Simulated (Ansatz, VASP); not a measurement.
## LiH: VASP beside Ansatz

```
CELL_PARAMETERS angstrom
2.55516 0.00000 0.00000
0.00000 2.55516 0.00000
0.00000 0.00000 2.55516
ATOMIC_POSITIONS crystal
Li 0.00000 0.00000 0.00000
H 0.50000 0.50000 0.50000
```

Alike in both runs: task single point; functional PBE; k mesh 8 × 8 × 8; no spin polarisation.

|  | VASP | Ansatz |
| --- | --- | --- |
| version | VASP 6.6.1 | Ansatz 0.2.0 |
| potentials or method | VASP PAW PBE potentials, release 64 (Li_sv, H) | plane waves, PAW |
| plane-wave cutoff (eV) | 520 | 420 |
| occupations | gaussian, width 0.01 eV | fixed |
| valence electrons in the cell | 4 | 4 |

Ansatz gave:

```
gap on the k mesh at the Fermi level (eV) : 0.73
```

What did VASP give for the same quantities?

gap on the k mesh at the Fermi level (eV): 0.75.

Noted on VASP's run: the cutoff is short for stress, so the pressure is rough.
